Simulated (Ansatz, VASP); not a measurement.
BN: VASP beside Ansatz

File INCAR:

```
PREC = Accurate
ENCUT = 520
EDIFF = 1E-6
ISMEAR = 0
SIGMA = 0.1
LREAL = False
LASPH = True
NELM = 100
ALGO = Normal
ISIF = 2
LWAVE = False
LCHARG = True
GGA = PE
LELF = True
LVHAR = True
NBANDS = 16
```

The input KPOINTS:

```
Automatic mesh
0
Gamma
  6 6 4
```

Contents of POSCAR:

```
BN
1.0
    2.4822592900      0.0000000000      0.0000000000
   -1.2411296500      2.1496996100      0.0000000000
    0.0000000000      0.0000000000      6.8736263400
B N
2 2
Direct
    0.0000000000      0.0000000000      0.8815373700
    0.3333333300      0.6666666700      0.4539678800
    0.3333333300      0.6666666700      0.0418162800
    0.6666666700      0.3333333300      0.6226784600
```

Input for Ansatz:

```yaml
crystal:
  lattice:
    - [2.48225929, 0.0, 0.0]
    - [-1.24112965, 2.14969961, 0.0]
    - [0.0, 0.0, 6.87362634]
  atoms:
    - { symbol: B, position: [0.0, 0.0, 0.88153737] }
    - { symbol: B, position: [0.33333333, 0.66666667, 0.45396788] }
    - { symbol: "N", position: [0.33333333, 0.66666667, 0.04181628] }
    - { symbol: "N", position: [0.66666667, 0.33333333, 0.62267846] }
basis:
  ecutwfc: 420
kpoints:
  mp_grid: { grid: [6, 6, 4] }
hamiltonian:
  xc: pbe
scf:
  occupations: { method: gaussian, width: 0.1 }
  lower_state_search: "off"
output:
  forces: true
  stress: true
  eigenvalues: true
```

Alike in both runs: task single point; functional PBE; k mesh 6 × 6 × 4; occupations gaussian, width 0.1 eV; no spin polarisation.

|  | VASP | Ansatz |
| --- | --- | --- |
| version | VASP 6.6.1 | Ansatz 0.2.0 |
| potentials or method | VASP PAW PBE potentials, release 64 (B, N), cutoff 520 eV | scalar-relativistic, plane waves, PAW |
| valence electrons in the cell | 16 | 16 |

|  | VASP | Ansatz | Ansatz less VASP |
| --- | --- | --- | --- |
| gap on the k mesh at the Fermi level (eV) | none | none | - |
| rms of the force components (eV/Å) | 3.447 | 3.450 | +0.0032 |

Atom by atom the forces differ by 0.003 eV/Å (rms over components). A gap of «none» marks a metal or a gap that the smearing closes.

The k mesh is coarse, so the values compare programs but aren't converged.
